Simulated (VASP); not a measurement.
# Os (P6_3/mmc) in VASP: notebook

Os is run at these levels: PBEsol; tasks: single point, relaxation of cell and atoms.

Everything below comes from runs of VASP 6.6.1. Logs are shortened: lines on timing, memory, paths and dates and some standing lists are left out, and cuts for length are marked.

## 1. The cell of the first run

Symmetry: P6_3/mmc, No. 194, hexagonal system. The conventional cell has a = 2.727 Å, b = 2.727 Å, c = 4.313 Å, α = 90.00°, β = 90.00°, γ = 120.00°. Within 3.5 Å of Os (site symmetry -6m2) lie 12 Os at 2.67 to 2.73 Å.

## 2. Single point, PBEsol

INCAR reads:

```
PREC = Accurate
ENCUT = 520
EDIFF = 1E-7
ISMEAR = -1
SIGMA = 0.05
LREAL = F
LASPH = T
NELM = 80
ALGO = Normal
ISIF = 2
LWAVE = F
LCHARG = F
GGA = PS
NBANDS = 15
```

KPOINTS reads:

```
regular mesh
0
Gamma
  18 18 10
```

POSCAR reads:

```
Os
1.0
    2.7273585510      0.0000000000      0.0000000000
   -1.3636792755      2.3619617904      0.0000000000
    0.0000000000      0.0000000000      4.3126076234
Os
2
Direct
    0.3333333333      0.6666666667      0.2500000000
    0.6666666667      0.3333333333      0.7500000000
```

Potentials or basis: VASP PAW PBE potentials, release 64 (Os).

The run is started by

```sh
$ cat potpaw_PBE.64/Os/POTCAR > POTCAR
$ mpirun -np 1 vasp_std > vasp.out
```

OUTCAR:

```text
PREC = Accurate
   ENCUT = 520
   EDIFF = 1E-7
   ISMEAR = -1
   LREAL = F
   LASPH = T
   NELM = 80
   ISIF = 2
   GGA = PS

 ion  position               nearest neighbor table
   1  0.333  0.667  0.250-   2 2.67   2 2.67   2 2.67   2 2.67   2 2.67   2 2.67
   2  0.667  0.333  0.750-   1 2.67   1 2.67   1 2.67   1 2.67   1 2.67   1 2.67

  LATTYP: Found a hexagonal cell.
 ALAT       =     2.7273585510
 C/A-ratio  =     1.5812397024

  Lattice vectors:

 A1 = (   2.7273585510,   0.0000000000,   0.0000000000)
 A2 = (  -1.3636792755,   2.3619617904,   0.0000000000)
 A3 = (   0.0000000000,   0.0000000000,   4.3126076234)

Analysis of symmetry for initial positions (statically):
=====================================================================
 Subroutine PRICEL returns:
 Original cell was already a primitive cell.

 Routine SETGRP: Setting up the symmetry group for a
 hexagonal supercell.

 Subroutine GETGRP returns: Found 24 space group operations
 (whereof 12 operations were pure point group operations)
 out of a pool of 24 trial point group operations.

The static configuration has the point symmetry D_3d.
 The point group associated with its full space group is D_6h.

Analysis of symmetry for dynamics (positions and initial velocities):
=====================================================================
 Subroutine PRICEL returns:
 Original cell was already a primitive cell.

 Routine SETGRP: Setting up the symmetry group for a
 hexagonal supercell.

 Subroutine GETGRP returns: Found 24 space group operations
 (whereof 12 operations were pure point group operations)
 out of a pool of 24 trial point group operations.

The dynamic configuration has the point symmetry D_3d.
 The point group associated with its full space group is D_6h.

 Subroutine INISYM returns: Found 24 space group operations
 (whereof 12 operations are pure point group operations),
 and found     1 'primitive' translations

----------------------------------------------------------------------------------------

                                     Primitive cell

  volume of cell :      27.7815

  direct lattice vectors                    reciprocal lattice vectors
     2.727358551  0.000000000  0.000000000     0.366655129  0.211688437  0.000000000
    -1.363679276  2.361961790  0.000000000     0.000000000  0.423376874  0.000000000
     0.000000000  0.000000000  4.312607623     0.000000000  0.000000000  0.231878271

  length of vectors
     2.727358551  2.727358551  4.312607623     0.423376874  0.423376874  0.231878271

  position of ions in fractional coordinates (direct lattice)
     0.333333333  0.666666667  0.250000000
     0.666666667  0.333333333  0.750000000

  ion indices of the primitive-cell ions
   primitive index   ion index
                 1           1
                 2           2

----------------------------------------------------------------------------------------

 KPOINTS: regular mesh

Automatic generation of k-mesh.
 Grid dimensions read from file:
 generate k-points for:   18   18   10

 Generating k-lattice:

  Cartesian coordinates                     Fractional coordinates (reciprocal lattice)
     0.020369729  0.011760469  0.000000000     0.055555556  0.000000000  0.000000000
     0.000000000  0.023520937  0.000000000     0.000000000  0.055555556  0.000000000
     0.000000000  0.000000000  0.023187827     0.000000000  0.000000000  0.100000000

  Length of vectors
     0.023520937  0.023520937  0.023187827

  Shift w.r.t. Gamma in fractional coordinates (k-lattice)
     0.000000000  0.000000000  0.000000000

 Subroutine IBZKPT returns following result:
 ===========================================

 Found    222 irreducible k-points:

 Following reciprocal coordinates:
            Coordinates               Weight
  0.000000  0.000000  0.000000      1.000000
  0.055556  0.000000  0.000000      6.000000
  0.111111  0.000000  0.000000      6.000000
  0.166667  0.000000  0.000000      6.000000
  0.222222  0.000000  0.000000      6.000000
  0.277778  0.000000  0.000000      6.000000
[... 16 lines left out ...]
  0.333333  0.111111  0.000000     12.000000
  0.388889  0.111111  0.000000     12.000000
 [... further k-points ...]
   k-points           NKPTS =    222   k-points in BZ     NKDIM =    222   number of bands    NBANDS=     15
   number of dos      NEDOS =    301   number of ions     NIONS =      2
   total plane-waves  NPLWV =  12800
   dimension x,y,z NGX =    20 NGY =   20 NGZ =   32
   dimension x,y,z NGXF=    40 NGYF=   40 NGZF=   64
   ions per type =               2
   NGX,Y,Z   is equivalent  to a cutoff of  12.19, 12.19, 12.34 a.u.
   NGXF,Y,Z  is equivalent  to a cutoff of  24.38, 24.38, 24.67 a.u.
 SYSTEM =  unknown system
   PREC   = accura    normal or accurate (medium, high low for compatibility)
   ISTART =      0    job   : 0-new  1-cont  2-samecut
   ICHARG =      2    charge: 1-file 2-atom 10-const
   ISPIN  =      1    spin polarized calculation?
   LNONCOLLINEAR =      F non collinear calculations
   LSORBIT =      F    spin-orbit coupling
   LASPH  =      T    aspherical Exc in radial PAW
   ENCUT  =  520.0 eV  38.22 Ry    6.18 a.u.   5.07  5.07  8.02*2*pi/ulx,y,z
   NELM   =     80;   NELMIN=  2; NELMDL= -5     # of ELM steps
   EDIFF  = 0.1E-06   stopping-criterion for ELM
   LREAL  =      F    real-space projection
   EDIFFG = 0.1E-05   stopping-criterion for IOM
   NSW    =      0    number of steps for IOM
   IBRION =     -1    ionic relax: 0-MD 1-quasi-New 2-CG
   NFREE  =      0    steps in history (QN), initial steepest desc. (CG)
   ISIF   =      2    stress and relaxation
   ISYM   =      2    0-nonsym 1-usesym 2-fastsym
   POTIM  = 0.5000    time-step for ionic-motion
   TEBEG  =    0.0;   TEEND  =   0.0 temperature during run
   PSTRESS=    0.0 pullay stress
   NELECT =      16.0000    total number of electrons
   NUPDOWN=      -1.0000    fix difference up-down
   EMIN   =  10.00;   EMAX   =-10.00  energy-range for DOS
   EFERMI =   0.00;   METHOD = LEGACY
   ISMEAR =    -1;   SIGMA  =   0.05  broadening in eV -4-tet -1-fermi 0-gaus
   EFERMI_NEDOS =   21; number of points for ismear=-14 and -15
   IALGO  =     38    algorithm
   IMIX   =      4    mixing-type and parameters
     AMIX     =   0.40;   BMIX     =  1.00
     AMIX_MAG =   1.60;   BMIX_MAG =  1.00
  volume/ion in A,a.u.               =      13.89        93.74
  Fermi-wavevector in a.u.,A,eV,Ry     =   1.362061  2.573922 25.241657  1.855209
  Thomas-Fermi vector in A             =   2.488583
   LORBIT       =      0    0 simple, 1 ext, 2 COOP (PROOUT), +10 PAW based schemes
   GGA     = PS    functional components
   LHFCALC =     F    Hartree Fock is set to
   AEXX    =    0.0000 exact exchange contribution
   IVDW    =     0    specifies the selected vdW correction
   LEPSILON=     F    determine dielectric tensor
   LRPA    =     F    only Hartree local field effects (RPA)
 non-spin polarized calculation
  energy-cutoff  :      520.00
  volume of cell :       27.78
 maximum number of plane-waves:       768
   NGX = 11   NGY = 11   NGZ = 17

 number of electron      15.9999998 magnetization

 Free energy of the ion-electron system (eV)
  ---------------------------------------------------
  ext. energy  EPLUGINS =         0.00000000
  ---------------------------------------------------
  free energy    TOTEN  =       -24.48794004 eV

  energy without entropy =      -24.47634691  energy(sigma->0) =      -24.48214348

 E-fermi :   9.4137     XC(G=0): -14.1940

 val. band max:        9.4025469644   @ k =   0.2222   0.0556   0.3000
 cond. band min:       9.4208798259   @ k =   0.4444   0.1111   0.4000
 fundamental gap:      0.0183328615
 Fermi energy:         9.4137476691

 k-point     1 :       0.0000    0.0000    0.0000
  band No.  band energies     occupation
      1      -1.6454      2.00000
      2       1.5196      2.00000
      3       6.3123      2.00000
      4       6.3123      2.00000
      5       6.5621      2.00000
      6       7.1656      2.00000
      7       7.1656      2.00000
      8       7.8406      2.00000
      9       7.8406      2.00000
     10       9.4006      1.13090
     11      11.1251      0.00000
     12      11.1251      0.00000
     13      18.5294      0.00000
     14      23.4510      0.00000
     15      26.1800      0.00000

 k-point     2 :       0.0556    0.0000    0.0000
  band No.  band energies     occupation
      1      -1.5187      2.00000
      2       1.6332      2.00000
      3       6.0200      2.00000
      4       6.4242      2.00000
      5       6.8191      2.00000
      6       7.0878      2.00000
      7       7.2701      2.00000
      8       7.6862      2.00000
      9       7.7485      2.00000
     10       8.8010      1.99999
     11      11.1896      0.00000
     12      11.9107      0.00000
     13      18.5209      0.00000
     14      23.7166      0.00000
     15      26.3477      0.00000

 k-point     3 :       0.1111    0.0000    0.0000
  band No.  band energies     occupation
      1      -1.1490      2.00000
      2       1.9514      2.00000
      3       5.5928      2.00000
      4       6.7557      2.00000
      5       6.8483      2.00000
      6       7.0630      2.00000
      7       7.2191      2.00000
      8       7.5047      2.00000
      9       7.5790      2.00000
     10       8.1672      2.00000
     11      11.3533      0.00000
     12      13.2708      0.00000
     13      18.4752      0.00000
     14      24.4405      0.00000
     15      26.7870      0.00000
[... 343 lines left out ...]
 k-point    23 :       0.3333    0.1111    0.0000
  band No.  band energies     occupation
      1       2.3650      2.00000
      2       2.7443      2.00000
      3       3.2322      2.00000
      4       5.3867      2.00000
      5       5.8083      2.00000
      6       6.9265      2.00000
      7       7.1272      2.00000
      8      10.1841      0.00000
      9      11.0044      0.00000
     10      11.9209      0.00000
     11      12.3485      0.00000
     12      17.9631      0.00000
     13      18.5575      0.00000
     14      20.8656      0.00000
     15      21.0173      0.00000

 k-point    24 :       0.3889    0.1111    0.0000
  band No.  band energies     occupation
      1       2.5116      2.00000
      2       2.6292      2.00000
      3       2.9627      2.00000
      4       5.7548      2.00000
      5       5.8477      2.00000
      6       6.7496      2.00000
      7       7.4553      2.00000
      8      11.0188      0.00000
      9      11.4621      0.00000
     10      11.9507      0.00000
     11      13.3724      0.00000
     12      16.4108      0.00000
     13      18.8722      0.00000
     14      19.9553      0.00000
     15      21.7391      0.00000

 [... further k-points ...]

------------------------ aborting loop because EDIFF is reached ----------------------------------------

  FORCE on cell =-STRESS in cart. coord.  units (eV):
  Direction    XX          YY          ZZ          XY          YZ          ZX
  --------------------------------------------------------------------------------------
  -------------------------------------------------------------------------------------
  Total        0.0957622      0.0957622      0.0808442      0.0000000     -0.0000000      0.0000000
  in kB        5.5226787      5.5226787      4.6623437      0.0000000     -0.0000000      0.0000000
  external PRESSURE =       5.2359004 kB  Pullay stress =       0.0000000 kB

 VOLUME and BASIS-vectors are now :
 -----------------------------------------------------------------------------
  energy-cutoff  :      520.00
  volume of cell :       27.78
      direct lattice vectors                 reciprocal lattice vectors
     2.727358551  0.000000000  0.000000000     0.366655129  0.211688437  0.000000000
    -1.363679276  2.361961790  0.000000000     0.000000000  0.423376874  0.000000000
     0.000000000  0.000000000  4.312607623     0.000000000  0.000000000  0.231878271

 POSITION                                       TOTAL-FORCE (eV/Angst)
 -----------------------------------------------------------------------------------
     -0.00000      1.57464      1.07815        -0.000000      0.000000      0.000000
      1.36368      0.78732      3.23446         0.000000     -0.000000      0.000000
 -----------------------------------------------------------------------------------
    total drift:                               -0.000000      0.000000     -0.000000

  FREE ENERGIE OF THE ION-ELECTRON SYSTEM (eV)
  ---------------------------------------------------
  free  energy   TOTEN  =       -24.4879400450 eV

  energy  without entropy=      -24.4763469070  energy(sigma->0) =      -24.48214348
```

It took 51 s on 1 thread of Intel Xeon Platinum 8259CL at 2.50GHz (Skylake/Cascade Lake), shared host; peak memory 0.2 GiB.

Results:

* Free energy: -24.4879 eV
* Pressure: 0.5 GPa
* Band gap on the k mesh: zero (bands 8 and 9 overlap by 4.00 eV)

Stress tensor (GPa, compression positive):
```
0.55 0.00 0.00
0.00 0.55 0.00
0.00 0.00 0.47
```

Caveat: the PAW data sets were made with another functional, which shifts forces and pressure a little; spin-orbit coupling is left out, which moves the levels of the heavy elements.

## 3. Single point, PBEsol

INCAR reads:

```
SYSTEM = Os
PREC = Accurate ; ENCUT = 520
EDIFF = 1E-6 ; ISMEAR = -1
SIGMA = 0.05 ; LREAL = .FALSE.
LASPH = .TRUE. ; NELM = 80
ALGO = Normal ; ISIF = 2
LWAVE = .FALSE. ; LCHARG = .TRUE.
GGA = PS ; LELF = .TRUE.
LVHAR = .TRUE. ; NBANDS = 15
```

KPOINTS reads:

```
Automatic mesh
0
G
  18 18 10
  0 0 0
```

POSCAR is that of step 2.

Potentials or basis: VASP PAW PBE potentials, release 64 (Os).

The run is started by

```sh
$ cat potpaw_PBE.64/Os/POTCAR > POTCAR
$ mpirun -np 1 vasp_std > vasp.out
```

It took 47 s on 1 thread of Intel Xeon Platinum 8259CL at 2.50GHz (Skylake/Cascade Lake), shared host; peak memory 0.2 GiB.

It converged, with:

| Item | Value |
| --- | --- |
| Free energy | -24.4879 eV |
| Pressure | 0.5 GPa |
| Band gap on the k mesh | zero (bands 8 and 9 overlap by 4.00 eV) |

Stress tensor (GPa, compression positive):
```
0.55 0.00 0.00
0.00 0.55 0.00
0.00 0.00 0.47
```

Levels at points of the mesh, in eV from the Fermi level:
```tsv
k point	band 4	band 5	band 6	band 7	band 8	band 9	band 10	band 11	band 12	band 13
(0.00, 0.00, 0.00)	-3.10	-2.85	-2.25	-2.25	-1.57	-1.57	-0.01	1.71	1.71	9.12
(0.50, 0.00, 0.00)	-3.59	-2.95	-2.61	-1.92	2.08	2.64	2.76	4.47	5.76	9.38
(0.00, 0.00, 0.50)	-3.63	-3.29	-3.29	-3.29	-3.29	0.91	0.91	0.91	0.91	13.75
(0.50, 0.00, 0.50)	-5.41	-1.22	-1.22	-0.18	-0.18	2.41	2.41	3.33	3.33	9.19
```

Caveat: the PAW data sets were made with another functional, which shifts forces and pressure a little; spin-orbit coupling is left out, which moves the levels of the heavy elements.

[end of part 1 of 2]
